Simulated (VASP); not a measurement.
ZnSe (Stilleite), 2 atoms in the cell. Symmetry: F-43m, No. 216, cubic system. The conventional cell has a = 5.668 Å, b = 5.668 Å, c = 5.668 Å, α = 90.00°, β = 90.00°, γ = 90.00°. Se (site symmetry -43m) has 4 Zn at 2.45 Å within 3.2 Å. Zn (site symmetry -43m) has 4 Se at 2.45 Å within 3.2 Å. 

| Property | Result |
| --- | --- |
| Program | VASP 6.6.1 |
| Task | single point |
| Functional | PBE0 |
| Potentials or basis | VASP PAW PBE potentials, release 64 (Se, Zn) |
| Cutoff | 520 eV |
| k mesh | 4 × 4 × 4 |
| Occupations | fermi-dirac, width 0.05 eV |
| Spin | no spin polarisation |
| Dipole correction | no |
| Grid for exact exchange (PRECFOCK) | Normal |
| Further INCAR settings | ALGO = Normal; EDIFF = 1e-06; NBANDS = 16 |

Potentials or basis: VASP PAW PBE potentials, release 64 (Se, Zn).

The run is started by

```console
$ cat potpaw_PBE.64/Se/POTCAR potpaw_PBE.64/Zn/POTCAR > POTCAR
$ cp INCAR.step1 INCAR
$ mpirun -np 1 vasp_std > vasp.out
$ cp INCAR.step2 INCAR
$ mpirun -np 1 vasp_std > vasp.out
```

Hardware: 1 thread of Intel(R) Xeon(R) Platinum 8559C (Emerald Rapids) (shared host).

Problem. Estimate the wall time of this run.

Solution. Wall time 3.2 min on 1 thread of Intel(R) Xeon(R) Platinum 8559C (Emerald Rapids) (shared host), peak memory 0.17 GiB. Counts: k points 8.
